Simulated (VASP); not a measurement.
# Mg3CdTe4: single point with PBE

The system is Mg3CdTe4.

```
CELL_PARAMETERS angstrom
4.63180 0.00000 0.00000
0.00000 4.63180 0.00000
0.00000 0.00000 13.01950
ATOMIC_POSITIONS crystal
Mg 0.50000 0.50000 0.25217
Mg 0.00000 0.00000 0.50000
Mg 0.50000 0.50000 0.74783
Cd 0.00000 0.00000 0.00000
Te 0.50000 0.00000 0.37607
Te 0.00000 0.50000 0.62393
Te 0.50000 0.00000 0.87094
Te 0.00000 0.50000 0.12906
```

| Property | Result |
| --- | --- |
| Program | VASP 6.6.1 |
| Task | single point |
| Functional | PBE |
| Potentials or basis | VASP PAW PBE potentials, release 64 (Mg, Cd, Te) |
| Cutoff | 520 eV |
| k mesh | 6 × 6 × 2 |
| Occupations | gaussian, width 0.02 eV |
| Spin | no spin polarisation |

* Pressure: 0.0 GPa
* Largest force: 0.019 eV/Å
* Band gap on the k mesh: 1.77 eV, direct

Forces in eV/Å, atoms in the order of the input:
```
Mg   0.000  0.000  0.001
Mg   0.000  0.000  0.000
Mg   0.000  0.000 -0.001
Cd   0.000  0.000  0.000
Te   0.000  0.000  0.000
Te   0.000  0.000  0.000
Te   0.000  0.000 -0.019
Te   0.000  0.000  0.019
```

Levels at points of the mesh, in eV from the valence-band top:
```
           k point  band 17  band 18  band 19  band 20  band 21  band 22  band 23  band 24  band 25  band 26
(0.00, 0.00, 0.00)    -0.72    -0.72    -0.03     0.00     0.00     1.77     2.82     3.24     3.66     3.79
(0.50, 0.00, 0.00)    -0.63    -0.58    -0.53    -0.46    -0.33     2.44     3.00     3.88     4.04     5.27
(0.50, 0.50, 0.00)    -1.57    -1.31    -1.30    -1.30    -1.29     2.80     2.80     2.91     3.56     4.61
(0.00, 0.00, 0.50)    -0.73    -0.41    -0.41    -0.14    -0.14     2.48     2.99     3.02     3.26     3.50
(0.50, 0.00, 0.50)    -0.92    -0.63    -0.63    -0.58    -0.33     2.80     3.53     3.54     3.59     5.04
(0.50, 0.50, 0.50)    -1.50    -1.45    -1.45    -1.43    -1.43     3.34     3.34     3.35     3.58     3.58
```

Wall time 3.4 min on 1 thread of Intel Xeon 6975P-C, with other jobs on the host, peak memory 0.46 GiB.

Caveat: spin-orbit coupling is left out, which moves the levels of the heavy elements. PBE gaps usually lie below the measured ones, often by a third to a half.
